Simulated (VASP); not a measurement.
Runs of VASP 6.6.1 on Os2N. The structure is that of space group Fd-3m (No. 227), or close to it. The cells are those of the table. 

```tsv
task	spin	cell	k mesh	cutoff (eV)	gap on the mesh (eV)	pressure (GPa)	relaxed volume (Å³/atom)
single point	off	a = 5.047 Å, angles 60.0°, 6 atoms	10 × 10 × 10	520	none	0.0	-
relaxation of cell and atoms	off	relaxed from a = 4.580 Å, angles 60.0°, 6 atoms	6 × 6 × 6	600	none	0.0	15.15
single point	off	a = 5.045 Å, angles 60.0°, 6 atoms	6 × 6 × 6	520	none	(a)	-
relaxation of cell and atoms	off	relaxed from a = 5.045 Å, angles 60.0°, 6 atoms	10 × 10 × 10	600	none	0.0	15.15
single point	collinear	a = 4.580 Å, angles 60.0°, 6 atoms	6 × 6 × 6	520	none	124.8	-
```

Alike in all rows: level PBE; potentials or basis VASP PAW PBE potentials, release 64 (Os, N); smearing gaussian 0.1 eV.

Task: Fill in the values left out.

Result: (a) 0.3.

Caveats: spin-orbit coupling is left out, which moves the levels of the heavy elements; the volume moved by over 15 % at a fixed basis, so the end points are rough (at least some runs); the cell stands under pressure (at least some runs).

A k mesh can miss the band edges, and the runs leave out spin-orbit coupling on Os.

A gap of «none» marks levels without a gap at the run's occupations.
